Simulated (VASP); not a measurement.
# GaSb (GaSb (F-43m)) (F-43m) in VASP: a series of runs, part 2 of 2

VASP 6.6.1. Earlier steps stand in the parts before.

## Step 3: Relaxation of cell and atoms, r2SCAN

This run uses another cell than the first one, of 28.89 Å³/atom, 1.002 times its volume.

File POSCAR:

```
GaSb
1.0
    0.0000000000      3.0686043000      3.0686043000
    3.0686043000      0.0000000000      3.0686043000
    3.0686043000      3.0686043000      0.0000000000
Ga Sb
1 1
Direct
    0.0000000000      0.0000000000      0.0000000000
    0.2500000000      0.2500000000      0.2500000000
```

File INCAR.step1:

```
PREC = Accurate
ENCUT = 550
ISMEAR = 0
SIGMA = 0.01
LREAL = False
LASPH = True
NELM = 120
GGA = PE
ALGO = Normal
EDIFF = 1E-5
LWAVE = True
LCHARG = False
GGA_COMPAT = False
IBRION = 2
ISIF = 3
EDIFFG = -0.005
NELMIN = 4
NSW = 100
```

File INCAR.step2:

```
PREC = Accurate
ENCUT = 550
EDIFF = 1E-7
ISMEAR = 0
SIGMA = 0.01
LREAL = False
LASPH = True
NELM = 120
ALGO = Normal
ISIF = 3
LWAVE = False
LCHARG = False
METAGGA = R2SCAN
LMIXTAU = True
IBRION = 2
NSW = 80
EDIFFG = -0.005
ISTART = 1
GGA_COMPAT = False
NELMIN = 4
```

File KPOINTS:

```
regular mesh
0
Gamma
  8 8 8
```

Potentials or basis: VASP PAW PBE potentials, release 64 (Ga_d, Sb).

The run is started by

```bash
cat potpaw_PBE.64/Ga_d/POTCAR potpaw_PBE.64/Sb/POTCAR > POTCAR
cp INCAR.step1 INCAR
mpirun -np 1 vasp_std > vasp.out
cp INCAR.step2 INCAR
mpirun -np 1 vasp_std > vasp.out
```

OUTCAR:

```text
PREC = Accurate
   ENCUT = 550
   EDIFF = 1E-7
   ISMEAR = 0
   LREAL = False
   LASPH = True
   NELM = 120
   ISIF = 3
   METAGGA = R2SCAN
   IBRION = 2
   NSW = 80
   EDIFFG = -0.005
   ISTART = 1
   NELMIN = 4

 ion  position               nearest neighbor table
   1  0.000  0.000  0.000-   2 2.66   2 2.66   2 2.66   2 2.66
   2  0.250  0.250  0.250-   1 2.66   1 2.66   1 2.66   1 2.66

  LATTYP: Found a face centered cubic cell.
 ALAT       =     6.1372086000

  Lattice vectors:

 A1 = (   0.0000000000,   3.0686043000,   3.0686043000)
 A2 = (   3.0686043000,   0.0000000000,   3.0686043000)
 A3 = (   3.0686043000,   3.0686043000,   0.0000000000)

Analysis of symmetry for initial positions (statically):
=====================================================================
 Subroutine PRICEL returns:
 Original cell was already a primitive cell.

 Routine SETGRP: Setting up the symmetry group for a
 face centered cubic supercell.

 Subroutine GETGRP returns: Found 24 space group operations
 (whereof 24 operations were pure point group operations)
 out of a pool of 48 trial point group operations.

The static configuration has the point symmetry T_d .

Analysis of symmetry for dynamics (positions and initial velocities):
=====================================================================
 Subroutine PRICEL returns:
 Original cell was already a primitive cell.

 Routine SETGRP: Setting up the symmetry group for a
 face centered cubic supercell.

 Subroutine GETGRP returns: Found 24 space group operations
 (whereof 24 operations were pure point group operations)
 out of a pool of 48 trial point group operations.

The dynamic configuration has the point symmetry T_d .

 Subroutine INISYM returns: Found 24 space group operations
 (whereof 24 operations are pure point group operations),
 and found     1 'primitive' translations

----------------------------------------------------------------------------------------

                                     Primitive cell

  volume of cell :      57.7900

  direct lattice vectors                    reciprocal lattice vectors
     0.000000000  3.068604300  3.068604300    -0.162940526  0.162940526  0.162940526
     3.068604300  0.000000000  3.068604300     0.162940526 -0.162940526  0.162940526
     3.068604300  3.068604300  0.000000000     0.162940526  0.162940526 -0.162940526

  length of vectors
     4.339661819  4.339661819  4.339661819     0.282221270  0.282221270  0.282221270

  position of ions in fractional coordinates (direct lattice)
     0.000000000  0.000000000  0.000000000
     0.250000000  0.250000000  0.250000000

  ion indices of the primitive-cell ions
   primitive index   ion index
                 1           1
                 2           2

----------------------------------------------------------------------------------------

 KPOINTS: regular mesh

Automatic generation of k-mesh.
 Grid dimensions read from file:
 generate k-points for:    8    8    8

 Generating k-lattice:

  Cartesian coordinates                     Fractional coordinates (reciprocal lattice)
    -0.020367566  0.020367566  0.020367566     0.125000000  0.000000000  0.000000000
     0.020367566 -0.020367566  0.020367566     0.000000000  0.125000000  0.000000000
     0.020367566  0.020367566 -0.020367566     0.000000000  0.000000000  0.125000000

  Length of vectors
     0.035277659  0.035277659  0.035277659

  Shift w.r.t. Gamma in fractional coordinates (k-lattice)
     0.000000000  0.000000000  0.000000000

 Subroutine IBZKPT returns following result:
 ===========================================

 Found     29 irreducible k-points:

 Following reciprocal coordinates:
            Coordinates               Weight
  0.000000  0.000000  0.000000      1.000000
  0.125000  0.000000  0.000000      8.000000
  0.250000  0.000000  0.000000      8.000000
  0.375000  0.000000  0.000000      8.000000
  0.500000  0.000000  0.000000      4.000000
  0.125000  0.125000  0.000000      6.000000
[... 16 lines left out ...]
  0.500000  0.250000  0.125000     48.000000
 -0.375000  0.250000  0.125000     24.000000
 [... further k-points ...]
   k-points           NKPTS =     29   k-points in BZ     NKDIM =     29   number of bands    NBANDS=     13
   number of dos      NEDOS =    301   number of ions     NIONS =      2
   total plane-waves  NPLWV =  46656
   dimension x,y,z NGX =    36 NGY =   36 NGZ =   36
   dimension x,y,z NGXF=    72 NGYF=   72 NGZF=   72
   ions per type =               1   1
   NGX,Y,Z   is equivalent  to a cutoff of  13.79, 13.79, 13.79 a.u.
   NGXF,Y,Z  is equivalent  to a cutoff of  27.58, 27.58, 27.58 a.u.
 SYSTEM =  unknown system
   PREC   = accura    normal or accurate (medium, high low for compatibility)
   ISTART =      1    job   : 0-new  1-cont  2-samecut
   ICHARG =      0    charge: 1-file 2-atom 10-const
   ISPIN  =      1    spin polarized calculation?
   LNONCOLLINEAR =      F non collinear calculations
   LSORBIT =      F    spin-orbit coupling
   LASPH  =      T    aspherical Exc in radial PAW
   ENCUT  =  550.0 eV  40.42 Ry    6.36 a.u.   8.30  8.30  8.30*2*pi/ulx,y,z
   NELM   =    120;   NELMIN=  4; NELMDL=  0     # of ELM steps
   EDIFF  = 0.1E-06   stopping-criterion for ELM
   LREAL  =      F    real-space projection
   EDIFFG = -.5E-02   stopping-criterion for IOM
   NSW    =     80    number of steps for IOM
   IBRION =      2    ionic relax: 0-MD 1-quasi-New 2-CG
   NFREE  =      1    steps in history (QN), initial steepest desc. (CG)
   ISIF   =      3    stress and relaxation
   ISYM   =      2    0-nonsym 1-usesym 2-fastsym
   POTIM  = 0.5000    time-step for ionic-motion
   TEBEG  =    0.0;   TEEND  =   0.0 temperature during run
   PSTRESS=    0.0 pullay stress
   NELECT =      18.0000    total number of electrons
   NUPDOWN=      -1.0000    fix difference up-down
   EMIN   =  10.00;   EMAX   =-10.00  energy-range for DOS
   EFERMI =   0.00;   METHOD = LEGACY
   ISMEAR =     0;   SIGMA  =   0.01  broadening in eV -4-tet -1-fermi 0-gaus
   EFERMI_NEDOS =   21; number of points for ismear=-14 and -15
   IALGO  =     38    algorithm
   IMIX   =      4    mixing-type and parameters
     AMIX     =   0.40;   BMIX     =  1.00
     AMIX_MAG =   1.60;   BMIX_MAG =  1.00
  volume/ion in A,a.u.               =      28.89       194.99
  Fermi-wavevector in a.u.,A,eV,Ry     =   1.109723  2.097073 16.755387  1.231486
  Thomas-Fermi vector in A             =   2.246267
   LORBIT       =      0    0 simple, 1 ext, 2 COOP (PROOUT), +10 PAW based schemes
   METAGGA = R2SCAN    functional components
   LHFCALC =     F    Hartree Fock is set to
   AEXX    =    0.0000 exact exchange contribution
   IVDW    =     0    specifies the selected vdW correction
   LEPSILON=     F    determine dielectric tensor
   LRPA    =     F    only Hartree local field effects (RPA)
 conjugate gradient relaxation of ions
 non-spin polarized calculation
 Gauss-broadening in eV      SIGMA  =   0.01
  energy-cutoff  :      550.00
  volume of cell :       57.79
 maximum number of plane-waves:      1719
 NGX is ok and might be reduce to    36
   NGX = 17   NGY = 17   NGZ = 17

--------------------------------------- Ionic step        1  -------------------------------------------

 number of electron      18.0000003 magnetization

 Free energy of the ion-electron system (eV)
  ---------------------------------------------------
  ext. energy  EPLUGINS =         0.00000000
  ---------------------------------------------------
  free energy    TOTEN  =       -37.60071582 eV

  energy without entropy =      -37.60071582  energy(sigma->0) =      -37.60071582

 E-fermi :   4.7007     XC(G=0):  -9.6776

 val. band max:        4.5892523742   @ k =   0.0000   0.0000   0.0000
 cond. band min:       4.9672286389   @ k =   0.0000   0.0000   0.0000
 fundamental gap:      0.3779762648
 Fermi energy:         4.7007005001

 k-point     1 :       0.0000    0.0000    0.0000
  band No.  band energies     occupation
      1     -10.8917      2.00000
      2     -10.8917      2.00000
      3     -10.8917      2.00000
      4     -10.8365      2.00000
      5     -10.8365      2.00000
      6      -7.2750      2.00000
      7       4.5893      2.00000
      8       4.5893      2.00000
      9       4.5893      2.00000
     10       4.9672      0.00000
     11       7.5726      0.00000
     12       7.5726      0.00000
     13       7.5726      0.00000
[... 437 lines left out ...]
  energy  without entropy=      -37.6007388648  energy(sigma->0) =      -37.60073886

--------------------------------------- Ionic step        3  -------------------------------------------

 number of electron      18.0000003 magnetization

 Free energy of the ion-electron system (eV)
  ---------------------------------------------------
  ext. energy  EPLUGINS =         0.00000000
  ---------------------------------------------------
  free energy    TOTEN  =       -37.60073941 eV

  energy without entropy =      -37.60073941  energy(sigma->0) =      -37.60073941

 E-fermi :   4.7210     XC(G=0):  -9.6844

 val. band max:        4.6043990589   @ k =   0.0000   0.0000   0.0000
 cond. band min:       4.9934816089   @ k =   0.0000   0.0000   0.0000
 fundamental gap:      0.3890825499
 Fermi energy:         4.7210025519

 k-point     1 :       0.0000    0.0000    0.0000
  band No.  band energies     occupation
      1     -10.8795      2.00000
      2     -10.8795      2.00000
      3     -10.8795      2.00000
      4     -10.8240      2.00000
      5     -10.8240      2.00000
      6      -7.2705      2.00000
      7       4.6044      2.00000
      8       4.6044      2.00000
      9       4.6044      2.00000
     10       4.9935      0.00000
     11       7.5872      0.00000
     12       7.5872      0.00000
     13       7.5872      0.00000
[... 397 lines left out ...]
  FREE ENERGIE OF THE ION-ELECTRON SYSTEM (eV)
  ---------------------------------------------------
  free  energy   TOTEN  =       -37.6007394094 eV

  energy  without entropy=      -37.6007394094  energy(sigma->0) =      -37.60073941

 reached required accuracy - stopping structural energy minimisation
```

Run time: 5.7 min. Hardware: 1 thread of AMD EPYC 9R45 (Zen 5), shared host; peak memory 0.19 GiB.

What came out:

- Free energy: -37.6007 eV
- Relaxed volume: 28.85 Å³/atom
- Relaxed cell: a = 4.338 Å, b = 4.338 Å, c = 4.338 Å, α = 60.00°, β = 60.00°, γ = 60.00°
- Space group after relaxing (to 0.05 Å): F-43m (No. 216)
- Energy gained by relaxing: 0.0 meV/atom
- Ionic steps: 3
- Pressure after relaxing: 0.0 GPa
- Band gap on the k mesh: 0.39 eV, direct

Final structure:
```yaml
crystal:
  lattice:
    - [0.00000, 3.06710, 3.06710]
    - [3.06710, 0.00000, 3.06710]
    - [3.06710, 3.06710, 0.00000]
  atoms:
    - { symbol: Ga, position: [0.00000, 0.00000, 0.00000] }
    - { symbol: Sb, position: [0.25000, 0.25000, 0.25000] }
```

Caveat: the PAW data sets were made with another functional, which shifts forces and pressure a little; spin-orbit coupling is left out, which moves the levels of the heavy elements. A k mesh can miss the band edges.
